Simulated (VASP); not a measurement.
Crystal: In2GeO.

```
CELL_PARAMETERS angstrom
4.89624 0.00000 0.00000
-2.44812 4.24027 0.00000
0.00000 0.00000 4.67565
ATOMIC_POSITIONS crystal
In 0.33333 0.66667 0.68823
In 0.66667 0.33333 0.31177
Ge 0.00000 0.00000 0.00000
O 0.00000 0.00000 0.50000
```

The cell was generated, and may not be a known phase.

- Program: VASP 6.6.1
- Task: relaxation of cell and atoms
- Functional: PBE
- Potentials or basis: VASP PAW PBE potentials, release 64 (In_d, Ge_d, O)
- Cutoff: 600 eV
- k mesh: 6 × 6 × 4
- Occupations: gaussian, width 0.1 eV
- Spin: no spin polarisation

At the start: pressure -5.4 GPa; volume 24.27 Å³/atom.

Task: Where does the relaxation end?

Result: Over 14 steps the energy falls by 120.1 meV/atom and the volume is 21.67 Å³/atom (-10.7 %); space group P-3m1 (No. 164, to 0.1 Å) before and after.

Step by step:
| step | energy change (eV) | largest force (eV/Å) | pressure (GPa) | volume (Å³) |
| --- | --- | --- | --- | --- |
| 1 | 0.0000 | 0.2050 | -5.40 | 97.07 |
| 2 | -0.2972 | 0.3252 | -1.27 | 86.01 |
| 3 | -0.3158 | 0.3614 | 0.34 | 83.31 |
| 4 | -0.3160 | 0.3664 | 0.62 | 82.95 |
| 5 | -0.3501 | 0.3113 | 0.68 | 83.05 |
| 6 | -0.4291 | 0.1935 | 1.32 | 83.21 |
| 7 | -0.3008 | 0.2377 | 4.65 | 82.79 |
| 8 | -0.4414 | 0.1857 | 1.96 | 83.20 |
| 9 | -0.4677 | 0.1317 | 0.03 | 86.53 |
| 10 | -0.4685 | 0.1242 | -0.22 | 87.10 |
| 11 | -0.4685 | 0.1227 | -0.26 | 87.20 |
| 12 | -0.4708 | 0.1110 | -0.24 | 87.15 |
| 13 | -0.4762 | 0.0758 | -0.15 | 87.00 |
| 14 | -0.4804 | 0.0005 | 0.14 | 86.70 |

Final structure:
```yaml
crystal:
  lattice:
    - [5.01220, 0.00000, 0.00000]
    - [-2.50610, 4.34069, 0.00000]
    - [0.00000, 0.00000, 3.98493]
  atoms:
    - { symbol: In, position: [0.33333, 0.66667, 0.74575] }
    - { symbol: In, position: [0.66667, 0.33333, 0.25425] }
    - { symbol: Ge, position: [0.00000, 0.00000, 0.00000] }
    - { symbol: O, position: [0.00000, 0.00000, 0.50000] }
```
